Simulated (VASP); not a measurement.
# NbH (I4/mmm) in VASP: single point with PBEsol

Aim: the single point of NbH with PBEsol.

All numbers are computed with VASP 6.6.1; they aren't measurements. Logs are shortened: lines on timing, memory, paths and dates and some standing lists are left out, and cuts for length are marked.

## Step 1: The cell of the first run

It takes space group I4/mmm (No. 139, tetragonal). The conventional cell has a = 3.214 Å, b = 3.214 Å, c = 3.969 Å, α = 90.00°, β = 90.00°, γ = 90.00°. Nb (site symmetry 4/mmm) has 6 H at 1.98 to 2.27 Å within 2.6 Å. H (site symmetry 4/mmm) has 6 Nb at 1.98 to 2.27 Å within 2.6 Å.

## Step 2: Single point, PBEsol

File INCAR:

```
  PREC = Accurate
  ENCUT = 520
  EDIFF = 1E-6
  ISMEAR = -1
  SIGMA = 0.1
  LREAL = False
  LASPH = True
  NELM = 80
  ALGO = Normal
  ISIF = 2
  LWAVE = False
  LCHARG = False
  GGA = PS
  NBANDS = 14
```

File KPOINTS:

```
regular mesh
0
Gamma
  10 10 10
```

File POSCAR:

```
NbH
1.0
   -1.6069640000      1.6069640000      1.9843010000
    1.6069640000     -1.6069640000      1.9843010000
    1.6069640000      1.6069640000     -1.9843010000
Nb H
1 1
Direct
    0.0000000000      0.0000000000      0.0000000000
    0.5000000000      0.5000000000      0.0000000000
```

Potentials or basis: VASP PAW PBE potentials, release 64 (Nb_sv, H).

Launch:

```console
$ cat potpaw_PBE.64/Nb_sv/POTCAR potpaw_PBE.64/H/POTCAR > POTCAR
$ mpirun -np 1 vasp_std > vasp.out
```

OUTCAR:

```text
PREC = Accurate
   ENCUT = 520
   EDIFF = 1E-6
   ISMEAR = -1
   LREAL = False
   LASPH = True
   NELM = 80
   ISIF = 2
   GGA = PS

 ion  position               nearest neighbor table
   1  0.000  0.000  0.000-
   2  0.500  0.500  0.000-

  LATTYP: Found a body centered tetragonal cell.
 ALAT       =     3.2139280000
 C/A-ratio  =     1.2348135988

  Lattice vectors:

 A1 = (  -1.6069640000,   1.6069640000,   1.9843010000)
 A2 = (   1.6069640000,  -1.6069640000,   1.9843010000)
 A3 = (   1.6069640000,   1.6069640000,  -1.9843010000)

Analysis of symmetry for initial positions (statically):
=====================================================================
 Subroutine PRICEL returns:
 Original cell was already a primitive cell.

 Routine SETGRP: Setting up the symmetry group for a
 body centered tetragonal supercell.

 Subroutine GETGRP returns: Found 16 space group operations
 (whereof 16 operations were pure point group operations)
 out of a pool of 16 trial point group operations.

The static configuration has the point symmetry D_4h.

Analysis of symmetry for dynamics (positions and initial velocities):
=====================================================================
 Subroutine PRICEL returns:
 Original cell was already a primitive cell.

 Routine SETGRP: Setting up the symmetry group for a
 body centered tetragonal supercell.

 Subroutine GETGRP returns: Found 16 space group operations
 (whereof 16 operations were pure point group operations)
 out of a pool of 16 trial point group operations.

The dynamic configuration has the point symmetry D_4h.

 Subroutine INISYM returns: Found 16 space group operations
 (whereof 16 operations are pure point group operations),
 and found     1 'primitive' translations

----------------------------------------------------------------------------------------

                                     Primitive cell

  volume of cell :      20.4965

  direct lattice vectors                    reciprocal lattice vectors
    -1.606964000  1.606964000  1.984301000     0.000000000  0.311145738  0.251977901
     1.606964000 -1.606964000  1.984301000     0.311145738  0.000000000  0.251977901
     1.606964000  1.606964000 -1.984301000     0.311145738  0.311145738  0.000000000

  length of vectors
     3.016971504  3.016971504  3.016971504     0.400380485  0.400380485  0.440026523

  position of ions in fractional coordinates (direct lattice)
     0.000000000  0.000000000  0.000000000
[... 81 lines left out ...]
   NSW    =      0    number of steps for IOM
   IBRION =     -1    ionic relax: 0-MD 1-quasi-New 2-CG
   NFREE  =      0    steps in history (QN), initial steepest desc. (CG)
   ISIF   =      2    stress and relaxation
   ISYM   =      2    0-nonsym 1-usesym 2-fastsym
   POTIM  = 0.5000    time-step for ionic-motion
   TEBEG  =    0.0;   TEEND  =   0.0 temperature during run
   PSTRESS=    0.0 pullay stress
   NELECT =      14.0000    total number of electrons
   NUPDOWN=      -1.0000    fix difference up-down
   EMIN   =  10.00;   EMAX   =-10.00  energy-range for DOS
   EFERMI =   0.00;   METHOD = LEGACY
   ISMEAR =    -1;   SIGMA  =   0.10  broadening in eV -4-tet -1-fermi 0-gaus
   EFERMI_NEDOS =   21; number of points for ismear=-14 and -15
   IALGO  =     38    algorithm
   IMIX   =      4    mixing-type and parameters
     AMIX     =   0.40;   BMIX     =  1.00
     AMIX_MAG =   1.60;   BMIX_MAG =  1.00
  volume/ion in A,a.u.               =      10.25        69.16
  Fermi-wavevector in a.u.,A,eV,Ry     =   1.441753  2.724518 28.281778  2.078652
  Thomas-Fermi vector in A             =   2.560350
   LORBIT       =      0    0 simple, 1 ext, 2 COOP (PROOUT), +10 PAW based schemes
   GGA     = PS    functional components
   LHFCALC =     F    Hartree Fock is set to
   AEXX    =    0.0000 exact exchange contribution
   IVDW    =     0    specifies the selected vdW correction
   LEPSILON=     F    determine dielectric tensor
   LRPA    =     F    only Hartree local field effects (RPA)
 non-spin polarized calculation
  energy-cutoff  :      520.00
  volume of cell :       20.50
 maximum number of plane-waves:       566
   NGX = 11   NGY = 11   NGZ = 11

 number of electron      13.9999999 magnetization

 Free energy of the ion-electron system (eV)
  ---------------------------------------------------
  ext. energy  EPLUGINS =         0.00000000
  ---------------------------------------------------
  free energy    TOTEN  =       -14.63928074 eV

  energy without entropy =      -14.60733804  energy(sigma->0) =      -14.62330939

 E-fermi :  10.9037     XC(G=0): -12.5207

 val. band max:       10.8800694158   @ k =  -0.2000   0.2000   0.2000
 cond. band min:      10.9240233595   @ k =  -0.1000  -0.1000   0.1000
 fundamental gap:      0.0439539437
 Fermi energy:        10.9036950135

 k-point     1 :       0.0000    0.0000    0.0000
  band No.  band energies     occupation
      1     -44.1299      2.00000
      2     -19.7448      2.00000
      3     -19.6988      2.00000
      4     -19.6988      2.00000
      5       1.3060      2.00000
      6      10.2052      1.99815
      7      10.2052      1.99815
      8      11.5637      0.00272
      9      11.8269      0.00020
     10      12.7272      0.00000
     11      20.8425      0.00000
     12      22.2730      0.00000
     13      23.2522      0.00000
     14      23.2522      0.00000
[... 377 lines left out ...]
      1     -43.9564      2.00000
      2     -20.4602      2.00000
      3     -20.2713      2.00000
      4     -19.8838      2.00000
      5       4.3229      2.00000
      6       8.1419      2.00000
      7       9.7256      1.99998
      8      12.1392      0.00001
      9      14.1837      0.00000
     10      16.0671      0.00000
     11      18.3110      0.00000
     12      19.4191      0.00000
     13      24.0795      0.00000
     14      26.1178      0.00000

 [... further k-points ...]
[... 5 lines left out ...]
  --------------------------------------------------------------------------------------
  -------------------------------------------------------------------------------------
  Total       -1.0361613     -1.0361613     -1.0342170      0.0000000      0.0000000      0.0000000
  in kB      -80.9949843    -80.9949843    -80.8430023      0.0000000      0.0000000      0.0000000
  external PRESSURE =     -80.9443237 kB  Pullay stress =       0.0000000 kB

 VOLUME and BASIS-vectors are now :
 -----------------------------------------------------------------------------
  energy-cutoff  :      520.00
  volume of cell :       20.50
      direct lattice vectors                 reciprocal lattice vectors
    -1.606964000  1.606964000  1.984301000     0.000000000  0.311145738  0.251977901
     1.606964000 -1.606964000  1.984301000     0.311145738  0.000000000  0.251977901
     1.606964000  1.606964000 -1.984301000     0.311145738  0.311145738  0.000000000

 POSITION                                       TOTAL-FORCE (eV/Angst)
 -----------------------------------------------------------------------------------
      0.00000      0.00000      0.00000         0.000000     -0.000000     -0.000000
      0.00000      0.00000      1.98430        -0.000000      0.000000      0.000000
 -----------------------------------------------------------------------------------
    total drift:                               -0.000000      0.000000     -0.000000

  FREE ENERGIE OF THE ION-ELECTRON SYSTEM (eV)
  ---------------------------------------------------
  free  energy   TOTEN  =       -14.6392807376 eV

  energy  without entropy=      -14.6073380397  energy(sigma->0) =      -14.62330939
```

Wall time 8.8 s (1 thread of Intel Xeon 6975P-C (Granite Rapids), shared host); peak memory 0.15 GiB.

What came out:

```
Free energy            : -14.6393 eV
Pressure               : -8.1 GPa
Band gap on the k mesh : zero (band 7 reaches 14.55 eV, above the bottom of band 8 at 10.55 eV)
```

Levels at points of the mesh, in eV from the Fermi level:
```tsv
k point	band 3	band 4	band 5	band 6	band 7	band 8	band 9	band 10	band 11	band 12
(0.00, 0.00, 0.00)	-30.60	-30.60	-9.60	-0.70	-0.70	0.66	0.92	1.82	9.94	11.37
(0.50, 0.00, 0.00)	-30.81	-30.67	-4.83	-4.38	-1.59	-0.09	3.18	4.22	7.35	8.57
(0.50, 0.50, 0.00)	-31.02	-30.77	-8.07	-3.25	1.26	3.09	3.67	4.79	7.89	8.68
(0.50, 0.50, 0.50)	-31.08	-31.08	-8.10	-3.64	3.65	3.68	4.31	4.31	7.61	7.61
```

Caveat: the PAW data sets were made with another functional, which shifts forces and pressure a little.
